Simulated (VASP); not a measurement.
## ScPt: single point with LDA

Crystal: ScPt.

```
Sc Pt
1.0
     3.27000   -0.01635   -0.01635
    -0.01635    3.27000   -0.01635
    -0.01635   -0.01635    3.27000
Sc Pt
1 1
Direct
  0.50000 0.50000 0.50000
  0.00000 0.00000 0.00000
```

This cell differs from its parent crystal: equal xy, yz and zx shear strains of -1 %.

```json
{
 "Program": "VASP 6.6.1",
 "Task": "single point",
 "Functional": "LDA",
 "Potentials or basis": "VASP PAW LDA potentials, release 64 (Sc_sv, Pt)",
 "Cutoff": "520 eV",
 "k mesh": "10 × 10 × 10",
 "Occupations": "fermi-dirac, width 0.05 eV",
 "Spin": "no spin polarisation",
 "Dipole correction": "no",
 "Further INCAR settings": "ALGO = Normal; EDIFF = 1e-06; NBANDS = 18"
}
```

| Quantity | Value |
| --- | --- |
| Pressure | -4.8 GPa |
| Band gap on the k mesh | zero (an odd number of electrons rules out a gap without spin polarisation) |

Stress tensor (GPa, compression positive):
```
-4.79  0.51  0.51
 0.51 -4.79  0.51
 0.51  0.51 -4.79
```

Levels at points of the mesh, in eV from the Fermi level:
```
           k point  band 8  band 9  band 10  band 11  band 12  band 13
(0.00, 0.00, 0.00)   -2.94   -2.83    -2.83     1.41     1.41     3.39
(0.50, 0.00, 0.00)   -3.26   -3.24    -2.46    -0.92    -0.17     1.12
(0.50, 0.50, 0.00)   -3.90   -1.62    -0.84     0.25     0.39     1.91
(0.50, 0.50, 0.50)   -1.56   -1.56    -1.46    -1.46    -1.38     3.05
```

Wall time 17 s on 1 thread of Intel(R) Xeon(R) 6975P-C (Granite Rapids), on a shared host, peak memory 0.19 GiB.

Caveat: the cell differs from its parent crystal (equal xy, yz and zx shear strains of -1 %); the cell stands under tension; spin-orbit coupling is left out, which moves the levels of the heavy elements.
